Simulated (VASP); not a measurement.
Runs of VASP 6.6.1 on MnO. The structure is that of space group F-43m (No. 216), or close to it. The cells are those of the table. 

```tsv
level	potentials or basis	cell	cutoff (eV)	gap on the mesh (eV)	pressure (GPa)	moment (μB)
LDA	VASP PAW LDA potentials, release 64 (Mn_sv, O)	a = 3.477, b = 3.477, c = 3.486 Å, angles 120.0, 120.0, 60.0°, 2 atoms	700	none	-16.1	4.99
LDA	VASP PAW LDA potentials, release 64 (Mn_sv, O)	a = 3.454, b = 3.454, c = 3.463 Å, angles 120.0, 120.0, 60.0°, 2 atoms	700	none	-15.0	4.97
LDA	VASP PAW LDA potentials, release 64 (Mn_pv, O)	a = 3.409, b = 3.409, c = 3.417 Å, angles 120.0, 120.0, 60.0°, 2 atoms	520	none	-12.2	(a)
PBEsol	VASP PAW PBE potentials, release 64 (Mn_pv, O)	a = 3.385, b = 3.385, c = 3.394 Å, angles 120.0, 120.0, 60.0°, 2 atoms	520	none	(b)	4.99
PBEsol	VASP PAW PBE potentials, release 64 (Mn_pv, O)	a = 3.409, b = 3.409, c = 3.417 Å, angles 120.0, 120.0, 60.0°, 2 atoms	520	none	(c)	5.00
```

Alike in all rows: task single point; spin collinear, ferromagnetic start; k mesh 9 × 9 × 9; smearing fermi-dirac 0.05 eV.

Question: Estimate the missing entries.

Answer: (a) 4.88; (b) -4.0; (c) -6.2.

Caveats: the cell stands under tension; a cell with one magnetic atom can't hold antiferromagnetic order, which such compounds often take; semilocal functionals often make such compounds metallic where correlation or magnetic order opens a gap, which also shifts bond lengths; the PAW data sets were made with another functional, which shifts forces and pressure a little (at least some runs).

A gap of «none» marks levels without a gap at the run's occupations.

The runs don't all hold the same shells in valence.
